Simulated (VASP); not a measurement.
Here is a VASP 6.6.1 calculation.

The input INCAR:

```
PREC = Accurate
ENCUT = 600
EDIFF = 1E-7
ISMEAR = -1
SIGMA = 0.05
LREAL = F
LASPH = T
NELM = 80
ALGO = Normal
ISIF = 3
LWAVE = F
LCHARG = F
GGA = RE
IBRION = 2
NSW = 60
EDIFFG = -0.01
```

The input KPOINTS:

```
regular mesh
0
Gamma
  7 7 7
```

POSCAR

```
Si3N4
1.0
    4.1307800000      0.0000000000      0.0000000000
    0.0000000000      4.1307800000      0.0000000000
    0.0000000000      0.0000000000      4.1307800000
Si N
3 4
Direct
    0.0000000000      0.0000000000      0.5000000000
    0.5000000000      0.0000000000      0.0000000000
    0.0000000000      0.5000000000      0.0000000000
    0.2395200000      0.2395200000      0.7604800000
    0.7604800000      0.7604800000      0.7604800000
    0.2395200000      0.7604800000      0.2395200000
    0.7604800000      0.2395200000      0.2395200000
```

Potentials or basis: VASP PAW PBE potentials, release 64 (Si, N).

The run is started by

```bash
$ cat potpaw_PBE.64/Si/POTCAR potpaw_PBE.64/N/POTCAR > POTCAR
$ mpirun -np 1 vasp_std > vasp.out
```

Question: Predict the space group after relaxing (to 0.05 Å).

Answer: P-43m (No. 215).

Question: Predict the relaxed cell.

Answer: a = 4.144 Å, b = 4.144 Å, c = 4.144 Å, α = 90.00°, β = 90.00°, γ = 90.00°.

Question: What does it give for the relaxed volume?

Answer: 10.17 Å³/atom.

Question: What does it give for the band gap on the k mesh?

Answer: 2.77 eV, indirect (least direct gap 2.95 eV).

Final structure:
```
Si N
1.0
     4.14443    0.00000    0.00000
     0.00000    4.14443    0.00000
     0.00000    0.00000    4.14443
Si N
3 4
Direct
  0.00000 0.00000 0.50000
  0.50000 0.00000 0.00000
  0.00000 0.50000 0.00000
  0.23934 0.23934 0.76066
  0.76066 0.76066 0.76066
  0.23934 0.76066 0.23934
  0.76066 0.23934 0.23934
```

Caveat: the PAW data sets were made with another functional, which shifts forces and pressure a little. Expect the measured gap to be larger: semilocal functionals such as revPBE lack the derivative discontinuity.
